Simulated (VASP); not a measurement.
# Be (P6_3/mmc) in VASP: a series of runs

The runs below take Be through single point, with r2SCAN.

All numbers are computed with VASP 6.6.1; they aren't measurements. Logs are shortened: lines on timing, memory, paths and dates and some standing lists are left out, and cuts for length are marked.

**1. The cell of the first run**

It takes space group P6_3/mmc (No. 194, hexagonal). The conventional cell has a = 2.170 Å, b = 2.170 Å, c = 3.413 Å, α = 90.00°, β = 90.00°, γ = 120.00°. Be (site symmetry -6m2) has 12 Be at 2.12 to 2.17 Å within 2.8 Å.

**2. Single point, r2SCAN (6.96 Å³/atom)**

POSCAR

```
Be
1.0
    2.1701297568      0.0000000000      0.0000000000
   -1.0850648784      1.8793874989      0.0000000000
    0.0000000000      0.0000000000      3.4126972284
Be
2
Direct
    0.3333333333      0.6666666667      0.2500000000
    0.6666666667      0.3333333333      0.7500000000
```

INCAR.step1

```
SYSTEM = Be
PREC = Accurate ; ENCUT = 520
ISMEAR = -1 ; SIGMA = 0.1
LREAL = .False. ; LASPH = .True.
NELM = 100 ; NBANDS = 9
GGA = PE ; ALGO = Normal
EDIFF = 1E-4 ; LWAVE = .True.
LCHARG = .False.
```

INCAR.step2

```
SYSTEM = Be
PREC = Accurate ; ENCUT = 520
EDIFF = 1E-6 ; ISMEAR = -1
SIGMA = 0.1 ; LREAL = .False.
LASPH = .True. ; NELM = 100
ALGO = Normal ; ISIF = 2
LWAVE = .False. ; LCHARG = .False.
METAGGA = R2SCAN ; LMIXTAU = .True.
NBANDS = 9 ; ISTART = 1
```

KPOINTS

```
Automatic mesh
0
Gamma
  26 26 15
  0 0 0
```

Potentials or basis: VASP PAW PBE potentials, release 64 (Be).

On the command line:

```bash
$ cat potpaw_PBE.64/Be/POTCAR > POTCAR
$ cp INCAR.step1 INCAR
$ mpirun -np 1 vasp_std > vasp.out
$ cp INCAR.step2 INCAR
$ mpirun -np 1 vasp_std > vasp.out
```

OUTCAR:

```text
SYSTEM = Be
   PREC = Accurate
   ENCUT = 520
   EDIFF = 1E-6
   ISMEAR = -1
   LREAL = .False.
   LASPH = .True.
   NELM = 100
   ISIF = 2
   METAGGA = R2SCAN
   ISTART = 1

 ion  position               nearest neighbor table
   1  0.333  0.667  0.250-   2 2.12   2 2.12   2 2.12   2 2.12   2 2.12   2 2.12
   2  0.667  0.333  0.750-   1 2.12   1 2.12   1 2.12   1 2.12   1 2.12   1 2.12

  LATTYP: Found a hexagonal cell.
 ALAT       =     2.1701297568
 C/A-ratio  =     1.5725775004

  Lattice vectors:

 A1 = (   2.1701297568,   0.0000000000,   0.0000000000)
 A2 = (  -1.0850648784,   1.8793874989,   0.0000000000)
 A3 = (   0.0000000000,   0.0000000000,   3.4126972284)

Analysis of symmetry for initial positions (statically):
=====================================================================
 Subroutine PRICEL returns:
 Original cell was already a primitive cell.

 Routine SETGRP: Setting up the symmetry group for a
 hexagonal supercell.

 Subroutine GETGRP returns: Found 24 space group operations
 (whereof 12 operations were pure point group operations)
 out of a pool of 24 trial point group operations.

The static configuration has the point symmetry D_3d.
 The point group associated with its full space group is D_6h.

Analysis of symmetry for dynamics (positions and initial velocities):
=====================================================================
 Subroutine PRICEL returns:
 Original cell was already a primitive cell.

 Routine SETGRP: Setting up the symmetry group for a
 hexagonal supercell.

 Subroutine GETGRP returns: Found 24 space group operations
 (whereof 12 operations were pure point group operations)
 out of a pool of 24 trial point group operations.

The dynamic configuration has the point symmetry D_3d.
 The point group associated with its full space group is D_6h.

 Subroutine INISYM returns: Found 24 space group operations
 (whereof 12 operations are pure point group operations),
 and found     1 'primitive' translations

----------------------------------------------------------------------------------------

                                     Primitive cell

  volume of cell :      13.9187

  direct lattice vectors                    reciprocal lattice vectors
     2.170129757  0.000000000  0.000000000     0.460801939  0.266044124  0.000000000
    -1.085064878  1.879387499  0.000000000     0.000000000  0.532088247  0.000000000
     0.000000000  0.000000000  3.412697228     0.000000000  0.000000000  0.293023358

  length of vectors
     2.170129757  2.170129757  3.412697228     0.532088247  0.532088247  0.293023358

  position of ions in fractional coordinates (direct lattice)
     0.333333333  0.666666667  0.250000000
     0.666666667  0.333333333  0.750000000

  ion indices of the primitive-cell ions
   primitive index   ion index
                 1           1
                 2           2

----------------------------------------------------------------------------------------

 KPOINTS: Automatic mesh

Automatic generation of k-mesh.
 Grid dimensions read from file:
 generate k-points for:   26   26   15

 Generating k-lattice:

  Cartesian coordinates                     Fractional coordinates (reciprocal lattice)
     0.017723152  0.010232466  0.000000000     0.038461538  0.000000000  0.000000000
     0.000000000  0.020464933  0.000000000     0.000000000  0.038461538  0.000000000
     0.000000000  0.000000000  0.019534891     0.000000000  0.000000000  0.066666667

  Length of vectors
     0.020464933  0.020464933  0.019534891

  Shift w.r.t. Gamma in fractional coordinates (k-lattice)
     0.000000000  0.000000000  0.000000000

 Subroutine IBZKPT returns following result:
 ===========================================

 Found    560 irreducible k-points:

 Following reciprocal coordinates:
            Coordinates               Weight
  0.000000  0.000000  0.000000      1.000000
  0.038462  0.000000  0.000000      6.000000
  0.076923  0.000000  0.000000      6.000000
  0.115385 -0.000000  0.000000      6.000000
  0.153846  0.000000  0.000000      6.000000
  0.192308 -0.000000  0.000000      6.000000
[... 16 lines left out ...]
  0.346154  0.038462  0.000000     12.000000
  0.384615  0.038462  0.000000     12.000000
 [... further k-points ...]
   k-points           NKPTS =    560   k-points in BZ     NKDIM =    560   number of bands    NBANDS=      9
   number of dos      NEDOS =    301   number of ions     NIONS =      2
   total plane-waves  NPLWV =   7168
   dimension x,y,z NGX =    16 NGY =   16 NGZ =   28
   dimension x,y,z NGXF=    32 NGYF=   32 NGZF=   56
   ions per type =               2
   NGX,Y,Z   is equivalent  to a cutoff of  12.26, 12.26, 13.64 a.u.
   NGXF,Y,Z  is equivalent  to a cutoff of  24.51, 24.51, 27.28 a.u.
 SYSTEM =  Be
   PREC   = accura    normal or accurate (medium, high low for compatibility)
   ISTART =      1    job   : 0-new  1-cont  2-samecut
   ICHARG =      0    charge: 1-file 2-atom 10-const
   ISPIN  =      1    spin polarized calculation?
   LNONCOLLINEAR =      F non collinear calculations
   LSORBIT =      F    spin-orbit coupling
   LASPH  =      T    aspherical Exc in radial PAW
   ENCUT  =  520.0 eV  38.22 Ry    6.18 a.u.   4.04  4.04  6.35*2*pi/ulx,y,z
   NELM   =    100;   NELMIN=  2; NELMDL=  0     # of ELM steps
   EDIFF  = 0.1E-05   stopping-criterion for ELM
   LREAL  =      F    real-space projection
   EDIFFG = 0.1E-04   stopping-criterion for IOM
   NSW    =      0    number of steps for IOM
   IBRION =     -1    ionic relax: 0-MD 1-quasi-New 2-CG
   NFREE  =      0    steps in history (QN), initial steepest desc. (CG)
   ISIF   =      2    stress and relaxation
   ISYM   =      2    0-nonsym 1-usesym 2-fastsym
   POTIM  = 0.5000    time-step for ionic-motion
   TEBEG  =    0.0;   TEEND  =   0.0 temperature during run
   PSTRESS=    0.0 pullay stress
   NELECT =       4.0000    total number of electrons
   NUPDOWN=      -1.0000    fix difference up-down
   EMIN   =  10.00;   EMAX   =-10.00  energy-range for DOS
   EFERMI =   0.00;   METHOD = LEGACY
   ISMEAR =    -1;   SIGMA  =   0.10  broadening in eV -4-tet -1-fermi 0-gaus
   EFERMI_NEDOS =   21; number of points for ismear=-14 and -15
   IALGO  =     38    algorithm
   IMIX   =      4    mixing-type and parameters
     AMIX     =   0.40;   BMIX     =  1.00
     AMIX_MAG =   1.60;   BMIX_MAG =  1.00
  volume/ion in A,a.u.               =       6.96        46.96
  Fermi-wavevector in a.u.,A,eV,Ry     =   1.080343  2.041552 15.879910  1.167140
  Thomas-Fermi vector in A             =   2.216331
   LORBIT       =      0    0 simple, 1 ext, 2 COOP (PROOUT), +10 PAW based schemes
   METAGGA = R2SCAN    functional components
   LHFCALC =     F    Hartree Fock is set to
   AEXX    =    0.0000 exact exchange contribution
   IVDW    =     0    specifies the selected vdW correction
   LEPSILON=     F    determine dielectric tensor
   LRPA    =     F    only Hartree local field effects (RPA)
 non-spin polarized calculation
  energy-cutoff  :      520.00
  volume of cell :       13.92
 maximum number of plane-waves:       385
   NGX =  9   NGY =  9   NGZ = 13

 number of electron       4.0000000 magnetization

 Free energy of the ion-electron system (eV)
  ---------------------------------------------------
  ext. energy  EPLUGINS =         0.00000000
  ---------------------------------------------------
  free energy    TOTEN  =        -8.57604832 eV

  energy without entropy =       -8.57359143  energy(sigma->0) =       -8.57481988

 E-fermi :   8.2338     XC(G=0): -11.7148

 val. band max:        8.1552821434   @ k =   0.3462   0.0000   0.0000
 cond. band min:       8.2633750033   @ k =   0.3462   0.3077   0.4667
 fundamental gap:      0.1080928599
 Fermi energy:         8.2337718368

 k-point     1 :       0.0000    0.0000    0.0000
  band No.  band energies     occupation
      1      -4.7670      2.00000
      2       2.9850      2.00000
      3       9.7714      0.00000
      4      27.2561      0.00000
      5      27.2561      0.00000
      6      30.5573      0.00000
      7      30.5573      0.00000
      8      33.2739      0.00000
      9      38.9440      0.00000

 k-point     2 :       0.0385    0.0000    0.0000
  band No.  band energies     occupation
      1      -4.7191      2.00000
      2       3.0496      2.00000
      3       9.7821      0.00000
      4      26.7940      0.00000
      5      26.8829      0.00000
      6      30.5785      0.00000
      7      30.8044      0.00000
      8      33.1756      0.00000
      9      38.1017      0.00000

 k-point     3 :       0.0769    0.0000    0.0000
  band No.  band energies     occupation
      1      -4.5753      2.00000
      2       3.2434      2.00000
      3       9.8129      0.00000
      4      25.5796      0.00000
      5      26.0428      0.00000
      6      30.6168      0.00000
      7      31.2308      0.00000
      8      32.8512      0.00000
      9      36.5871      0.00000

 k-point     4 :       0.1154   -0.0000    0.0000
  band No.  band energies     occupation
      1      -4.3354      2.00000
      2       3.5660      2.00000
      3       9.8585      0.00000
      4      23.9336      0.00000
      5      25.0590      0.00000
      6      30.6329      0.00000
      7      31.4600      0.00000
      8      32.2152      0.00000
      9      34.7994      0.00000

 k-point     5 :       0.1538    0.0000    0.0000
  band No.  band energies     occupation
      1      -3.9993      2.00000
      2       4.0172      2.00000
      3       9.9069      0.00000
      4      22.1157      0.00000
      5      24.0703      0.00000
      6      30.5428      0.00000
      7      31.1590      0.00000
      8      31.3826      0.00000
      9      32.9996      0.00000

 k-point     6 :       0.1923   -0.0000    0.0000
  band No.  band energies     occupation
      1      -3.5669      2.00000
      2       4.5961      2.00000
      3       9.9334      0.00000
      4      20.3020      0.00000
      5      23.1348      0.00000
      6      29.6499      0.00000
      7      29.9307      0.00000
      8      31.0659      0.00000
      9      31.7282      0.00000
[... 169 lines left out ...]
 k-point    21 :       0.2692    0.0385    0.0000
  band No.  band energies     occupation
      1      -2.0305      2.00000
      2       6.6418      2.00000
      3       9.5318      0.00000
      4      16.5910      0.00000
      5      20.8413      0.00000
      6      24.7447      0.00000
      7      26.1529      0.00000
      8      29.7677      0.00000
      9      31.7015      0.00000

 k-point    22 :       0.3077    0.0385    0.0000
  band No.  band energies     occupation
      1      -1.2676      2.00000
      2       7.6539      1.99396
      3       8.9232      0.00203
      4      15.8365      0.00000
      5      20.1882      0.00000
      6      22.6839      0.00000
      7      24.6655      0.00000
      8      29.3412      0.00000
      9      31.7356      0.00000

 k-point    23 :       0.3462    0.0385    0.0000
  band No.  band energies     occupation
      1      -0.4197      2.00000
      2       8.0091      1.80869
      3       8.7784      0.00858
      4      15.5665      0.00000
      5      19.6017      0.00000
      6      20.6793      0.00000
      7      23.3522      0.00000
      8      28.9778      0.00000
      9      31.7880      0.00000

 k-point    24 :       0.3846    0.0385    0.0000
  band No.  band energies     occupation
      1       0.4971      2.00000
      2       6.9084      2.00000
      3       9.9981      0.00000
      4      15.6699      0.00000
      5      18.7804      0.00000
      6      19.0566      0.00000
      7      22.2792      0.00000
      8      28.6946      0.00000
      9      31.8400      0.00000

 [... further k-points ...]

------------------------ aborting loop because EDIFF is reached ----------------------------------------

  FORCE on cell =-STRESS in cart. coord.  units (eV):
  Direction    XX          YY          ZZ          XY          YZ          ZX
  --------------------------------------------------------------------------------------
  -------------------------------------------------------------------------------------
  Total        1.6140992      1.6140992      1.9690196      0.0000000      0.0000000      0.0000000
  in kB      185.7979922    185.7979922    226.6526613      0.0000000      0.0000000      0.0000000
  external PRESSURE =     199.4162153 kB  Pullay stress =       0.0000000 kB

 VOLUME and BASIS-vectors are now :
 -----------------------------------------------------------------------------
  energy-cutoff  :      520.00
  volume of cell :       13.92
      direct lattice vectors                 reciprocal lattice vectors
     2.170129757  0.000000000  0.000000000     0.460801939  0.266044124  0.000000000
    -1.085064878  1.879387499  0.000000000     0.000000000  0.532088247  0.000000000
     0.000000000  0.000000000  3.412697228     0.000000000  0.000000000  0.293023358

 POSITION                                       TOTAL-FORCE (eV/Angst)
 -----------------------------------------------------------------------------------
     -0.00000      1.25292      0.85317        -0.000000     -0.000000      0.000000
      1.08506      0.62646      2.55952         0.000000      0.000000      0.000000
 -----------------------------------------------------------------------------------
    total drift:                                0.000000     -0.000000      0.000000

  FREE ENERGIE OF THE ION-ELECTRON SYSTEM (eV)
  ---------------------------------------------------
  free  energy   TOTEN  =        -8.5760483166 eV

  energy  without entropy=       -8.5735914340  energy(sigma->0) =       -8.57481988
```

Wall time 71 s (1 thread of Intel Xeon Platinum 8488C (Sapphire Rapids), shared host); peak memory 0.16 GiB.

What came out:

| Property | Result |
| --- | --- |
| Free energy | -8.5760 eV |
| Pressure | 19.9 GPa |
| Band gap on the k mesh | zero (bands 2 and 3 overlap by 1.97 eV) |

Levels at points of the mesh, in eV from the Fermi level:
| k point | band 1 | band 2 | band 3 | band 4 | band 5 | band 6 |
| --- | --- | --- | --- | --- | --- | --- |
| (0.00, 0.00, 0.00) | -13.00 | -5.25 | 1.54 | 19.02 | 19.02 | 22.32 |
| (0.50, 0.00, 0.00) | -5.93 | -3.52 | 4.25 | 7.25 | 8.14 | 11.14 |

Caveat: the cell stands under pressure; the PAW data sets were made with another functional, which shifts forces and pressure a little.

**3. Single point, r2SCAN (7.28 Å³/atom)**

This run uses another cell than the first one, of 7.28 Å³/atom.

POSCAR

```
Be
1.0
    2.2025245291      0.0000000000      0.0000000000
   -1.1012622646      1.9074421947      0.0000000000
    0.0000000000      0.0000000000      3.4636405185
Be
2
Direct
    0.3333333333      0.6666666667      0.2500000000
    0.6666666667      0.3333333333      0.7500000000
```

INCAR.step1

```
SYSTEM = Be
ALGO = Normal
EDIFF = 1E-4
ENCUT = 520
GGA = PE
ISMEAR = -1
LASPH = .TRUE.
LCHARG = .FALSE.
LREAL = .FALSE.
LWAVE = .TRUE.
NBANDS = 9
NELM = 80
PREC = Accurate
SIGMA = 0.1
```

INCAR.step2

```
SYSTEM = Be
ALGO = Normal
EDIFF = 1E-7
ENCUT = 520
ISIF = 2
ISMEAR = -1
ISTART = 1
LASPH = .TRUE.
LCHARG = .FALSE.
LMIXTAU = .TRUE.
LREAL = .FALSE.
LWAVE = .FALSE.
METAGGA = R2SCAN
NBANDS = 9
NELM = 80
PREC = Accurate
SIGMA = 0.1
```

KPOINTS

```
k-points
0
G
  26 26 15
  0 0 0
```

Potentials or basis: VASP PAW PBE potentials, release 64 (Be).

On the command line:

```bash
$ cat potpaw_PBE.64/Be/POTCAR > POTCAR
$ cp INCAR.step1 INCAR
$ mpirun -np 1 vasp_std > vasp.out
$ cp INCAR.step2 INCAR
$ mpirun -np 1 vasp_std > vasp.out
```

Wall time 80 s (1 thread of Intel Xeon Platinum 8488C (Sapphire Rapids), shared host); peak memory 0.16 GiB.

The run converged. Its results:

- Free energy: -8.6391 eV
- Pressure: 12.2 GPa
- Band gap on the k mesh: zero (bands 2 and 3 overlap by 1.92 eV)

Stress tensor (GPa, compression positive):
```
11.16  0.00  0.00
 0.00 11.16  0.00
 0.00  0.00 14.17
```

Levels at points of the mesh, in eV from the Fermi level:
| k point | band 1 | band 2 | band 3 | band 4 | band 5 | band 6 | band 7 |
| --- | --- | --- | --- | --- | --- | --- | --- |
| (0.00, 0.00, 0.00) | -12.76 | -5.09 | 1.35 | 18.39 | 18.39 | 21.60 | 21.60 |
| (0.50, 0.00, 0.00) | -5.76 | -3.49 | 4.11 | 7.06 | 7.79 | 10.78 | 11.28 |

Caveat: the cell stands under pressure; the PAW data sets were made with another functional, which shifts forces and pressure a little.

**4. Single point, r2SCAN (7.59 Å³/atom)**

This run uses another cell than the first one, of 7.59 Å³/atom.

POSCAR

```
Be
1.0
    2.2339934169      0.0000000000      0.0000000000
   -1.1169967085      1.9346950509      0.0000000000
    0.0000000000      0.0000000000      3.5131277833
Be
2
Direct
    0.3333333333      0.6666666667      0.2500000000
    0.6666666667      0.3333333333      0.7500000000
```

INCAR.step1

```
  PREC = Accurate
  ENCUT = 520
  ISMEAR = -1
  SIGMA = 0.1
  LREAL = F
  LASPH = T
  NELM = 100
  NBANDS = 9
  GGA = PE
  ALGO = Normal
  EDIFF = 1E-4
  LWAVE = T
  LCHARG = F
```

INCAR.step2

```
  PREC = Accurate
  ENCUT = 520
  EDIFF = 1E-6
  ISMEAR = -1
  SIGMA = 0.1
  LREAL = F
  LASPH = T
  NELM = 100
  ALGO = Normal
  ISIF = 2
  LWAVE = F
  LCHARG = T
  METAGGA = R2SCAN
  LMIXTAU = T
  LELF = T
  LVHAR = T
  NBANDS = 9
  ISTART = 1
```

KPOINTS

```
Automatic mesh
0
Gamma
  26 26 15
```

On the command line:

```bash
$ cat potpaw_PBE.64/Be/POTCAR > POTCAR
$ cp INCAR.step1 INCAR
$ mpirun -np 1 vasp_std > vasp.out
$ cp INCAR.step2 INCAR
$ mpirun -np 1 vasp_std > vasp.out
```

Run time: 2.1 min. Hardware: 1 thread of Intel Xeon Platinum 8488C (Sapphire Rapids), shared host; peak memory 0.17 GiB.

The run converged. Its results:

```yaml
Free_energy: -8.6739 eV
Pressure: 5.7 GPa
Band_gap_on_the_k_mesh: zero (bands 2 and 3 overlap by 1.87 eV)
```

Stress tensor (GPa, compression positive):
```
4.95 0.00 0.00
0.00 4.95 0.00
0.00 0.00 7.05
```

Levels at points of the mesh, in eV from the Fermi level:
```
           k point  band 1  band 2  band 3  band 4  band 5
(0.00, 0.00, 0.00)  -12.52   -4.94    1.18   17.80   17.80
(0.50, 0.00, 0.00)   -5.61   -3.46    3.99    6.89    7.46
```

Caveat: the cell stands under pressure; the PAW data sets were made with another functional, which shifts forces and pressure a little.

[end of part 1 of 2]
